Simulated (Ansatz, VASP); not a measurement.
## GaP in VASP and in Ansatz

```xyz
4
Lattice="-2.8520 2.8520 2.7994 2.8520 -2.8520 2.7994 2.8520 2.8520 -2.7994" Properties=species:S:1:pos:R:3 pbc="T T T"
Ga    0.0000    2.8520    1.3997
Ga    0.0000    0.0000    0.0000
P     0.0000    0.0000    2.7994
P     2.8520    0.0000    1.3997
```

Alike in both runs: task single point; functional PBE; k mesh 4 × 4 × 4; occupations gaussian, width 0.1 eV; no spin polarisation.

|  | VASP | Ansatz |
| --- | --- | --- |
| version | VASP 6.6.1 | Ansatz 0.2.0 |
| potentials or method | VASP PAW PBE potentials, release 64 (Ga_d, P), cutoff 520 eV | scalar-relativistic, plane waves, PAW |
| valence electrons in the cell | 36 | 36 |

```csv
,VASP,Ansatz,Ansatz less VASP
gap on the k mesh at the Fermi level (eV),none,none,-
pressure (GPa),-9.6,-9.6,+0.01
"traceless stress, the component that is largest in VASP (GPa)",-2.85,-2.88,-0.028
```

A gap of «none» marks a metal or a gap that the smearing closes.

The k mesh is coarse, so the values compare programs but aren't converged.
